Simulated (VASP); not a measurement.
The system is Pt.

```
CELL_PARAMETERS angstrom
0.00000 1.96000 1.96000
1.96000 0.00000 1.96000
1.96000 1.96000 0.00000
ATOMIC_POSITIONS crystal
Pt 0.00000 0.00000 0.00000
```

* Program: VASP 6.6.1
* Task: relaxation of cell and atoms
* Functional: LDA
* Potentials or basis: VASP PAW LDA potentials, release 64 (Pt)
* Cutoff: 500 eV
* k mesh: 18 × 18 × 18
* Occupations: fermi-dirac, width 0.05 eV
* Spin: no spin polarisation

At the start: pressure -5.1 GPa; volume 15.06 Å³/atom.

Q: How do energy, volume and symmetry change on relaxing?

A: Over 3 steps the energy falls by 4.2 meV/atom and the volume is 14.80 Å³/atom (-1.7 %); space group Fm-3m (No. 225, to 0.1 Å) before and after.

The path:
| step | energy change (eV) | largest force (eV/Å) | pressure (GPa) | volume (Å³) |
| --- | --- | --- | --- | --- |
| 1 | 0.0000 | 0.0000 | -5.11 | 15.06 |
| 2 | 0.0375 | 0.0000 | 18.62 | 14.04 |
| 3 | -0.0042 | 0.0000 | -0.12 | 14.80 |

Final structure:
```
CELL_PARAMETERS angstrom
0.00000 1.94883 1.94883
1.94883 0.00000 1.94883
1.94883 1.94883 0.00000
ATOMIC_POSITIONS crystal
Pt 0.00000 0.00000 0.00000
```
